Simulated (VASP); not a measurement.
Crystal: Sn3O.

```xyz
4
Lattice="4.3583 0.0000 0.0000 0.0000 4.3583 0.0000 0.0000 0.0000 4.3583" Properties=species:S:1:pos:R:3 pbc="T T T"
Sn    0.0000    2.1792    2.1792
Sn    2.1792    0.0000    2.1792
Sn    2.1792    2.1792    0.0000
O     0.0000    0.0000    0.0000
```

- Program: VASP 6.6.1
- Task: relaxation of cell and atoms
- Functional: r2SCAN
- Potentials or basis: VASP PAW PBE potentials, release 64 (Sn_d, O)
- Cutoff: 600 eV
- k mesh: 10 × 10 × 10
- Occupations: gaussian, width 0.1 eV
- Spin: no spin polarisation

At the start: pressure 2.9 GPa; volume 20.70 Å³/atom.

Problem. Where does the relaxation end?

Solution. Over 3 steps the energy falls by 7.1 meV/atom and the volume is 21.53 Å³/atom (+4.0 %); space group Pm-3m (No. 221, to 0.1 Å) before and after.

The path:
```tsv
step	energy change (eV)	largest force (eV/Å)	pressure (GPa)	volume (Å³)
1	0.0000	0.0000	2.85	82.79
2	-0.0253	0.0000	-0.84	87.28
3	-0.0284	0.0000	-0.01	86.11
```

Final structure:
```yaml
crystal:
  lattice:
    - [4.41590, 0.00000, 0.00000]
    - [0.00000, 4.41590, 0.00000]
    - [0.00000, 0.00000, 4.41590]
  atoms:
    - { symbol: Sn, position: [0.00000, 0.50000, 0.50000] }
    - { symbol: Sn, position: [0.50000, 0.00000, 0.50000] }
    - { symbol: Sn, position: [0.50000, 0.50000, 0.00000] }
    - { symbol: O, position: [0.00000, 0.00000, 0.00000] }
```

Caveat: the PAW data sets were made with another functional, which shifts forces and pressure a little.
